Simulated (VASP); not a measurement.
# GaN: single point with LDA

GaN:

```
Ga N
1.0
    -3.15158    0.00000    0.00000
     0.00000    0.00000   -5.13825
     0.00000   -5.45869    0.00000
Ga N
4 4
Cartesian
  -1.5758 -0.9454 -0.0351
  0.0000 -3.6035 -0.0086
  0.0000 -1.8552 -2.5777
  -1.5758 -4.5133 -2.6043
  -1.5758 -0.9148 -3.1106
  0.0000 -3.6339 -3.1230
  0.0000 -1.8248 -0.5538
  -1.5758 -4.5439 -0.5415
```

This cell differs from its parent crystal: atoms displaced along a vibrational mode.

```json
{
 "Program": "VASP 6.6.1",
 "Task": "single point",
 "Functional": "LDA",
 "Potentials or basis": "VASP PAW LDA potentials, release 64 (Ga_d, N)",
 "Cutoff": "520 eV",
 "k mesh": "8 × 6 × 6",
 "Occupations": "gaussian, width 0.05 eV",
 "Spin": "no spin polarisation"
}
```

The pressure is 2.8 GPa and the largest force is 1.630 eV/Å. The band gap on the k mesh is 2.03 eV.

Forces on the atoms (eV/Å):
```
Ga   0.000  1.034  1.260
Ga   0.000 -1.101  0.797
Ga   0.000  1.101  0.797
Ga   0.000 -1.034  1.260
N    0.000  0.041 -0.945
N    0.000 -0.123 -1.113
N    0.000  0.123 -1.113
N    0.000 -0.041 -0.945
```

Stress tensor (GPa, compression positive):
```
 6.33  0.00  0.00
 0.00  6.44  0.00
 0.00  0.00 -4.30
```

Levels at points of the mesh, in eV from the valence-band top:
```csv
k point,band 33,band 34,band 35,band 36,band 37,band 38,band 39,band 40
"(0.00, 0.00, 0.00)",-1.10,-0.25,-0.24,0.00,2.03,4.06,4.79,5.55
"(0.50, 0.00, 0.00)",-2.69,-2.62,-1.99,-1.70,5.67,6.09,6.56,6.72
"(0.00, 0.50, 0.00)",-0.74,-0.74,-0.72,-0.72,4.20,4.20,4.38,4.38
"(0.50, 0.50, 0.00)",-1.82,-1.82,-1.51,-1.51,5.58,5.58,5.82,5.82
"(0.00, 0.00, 0.50)",-0.94,-0.76,-0.68,-0.57,4.16,4.38,5.70,5.78
"(0.50, 0.00, 0.50)",-2.22,-2.05,-1.56,-1.41,4.59,4.98,5.44,5.64
"(0.00, 0.50, 0.50)",-1.87,-1.87,-1.38,-1.38,5.07,5.07,5.35,5.35
"(0.50, 0.50, 0.50)",-2.02,-2.02,-1.72,-1.72,4.15,4.15,4.49,4.49
```

Wall time 4 min on 1 thread of Intel(R) Xeon(R) Platinum 8259CL CPU @ 2.50GHz (Skylake/Cascade Lake) (shared host), peak memory 0.33 GiB.

Caveat: the cell differs from its parent crystal (atoms displaced along a vibrational mode); forces of over 1 eV/Å act on the atoms, so gaps and moduli don't describe the material at rest.
